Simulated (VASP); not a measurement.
Write the native input for VASP 6.6.1 that does the following.

```
Task                   : single point
Functional             : PBEsol
Potentials or basis    : VASP PAW PBE potentials, release 64 (W_sv)
Cutoff                 : 500 eV
k mesh                 : 6 × 6 × 4
Occupations            : gaussian, width 0.1 eV
Spin                   : no spin polarisation
Dipole correction      : no
Further INCAR settings : ALGO = Normal; EDIFF = 1e-06; NBANDS = 28
```

The structure of W lies in POSCAR:

```
W
1.0
    3.6747199417      0.0000000000      0.0000000000
   -1.8373599709      3.1824008214      0.0000000000
    0.0000000000      0.0000000000      4.1690927847
W
3
Direct
    0.2254000000      0.0000000000      0.3333333333
    0.0000000000      0.2254000000      0.6666666667
    0.7746000000      0.7746000000      0.0000000000
```

The input as run:

INCAR

```
SYSTEM = W
PREC = Accurate
ENCUT = 500
EDIFF = 1E-6
ISMEAR = 0
SIGMA = 0.1
LREAL = .FALSE.
LASPH = .TRUE.
NELM = 120
ALGO = Normal
ISIF = 2
LWAVE = .FALSE.
LCHARG = .FALSE.
GGA = PS
NBANDS = 28
GGA_COMPAT = .FALSE.
```

KPOINTS

```
regular mesh
0
G
  6 6 4
  0 0 0
```

Potentials or basis: VASP PAW PBE potentials, release 64 (W_sv).

Launch:

```sh
$ cat potpaw_PBE.64/W_sv/POTCAR > POTCAR
$ mpirun -np 1 vasp_std > vasp.out
```

Results of the run:

```
Pressure               : 104.8 GPa
Largest force          : 19.690 eV/Å
Band gap on the k mesh : zero (bands 21 and 22 overlap by 1.36 eV)
```

Caveat: the k points lie up to 0.38 Å⁻¹ apart, too coarse for converged energies and pressures of a metal; atoms lie so close that the PAW spheres overlap strongly, which falsifies energies and pressures; the PAW data sets were made with another functional, which shifts forces and pressure a little; spin-orbit coupling is left out, which moves the levels of the heavy elements.

Run time: 25 s on 1 thread of Intel(R) Xeon(R) Platinum 8259CL CPU @ 2.50GHz (Skylake/Cascade Lake) (shared host), peak memory 0.17 GiB.
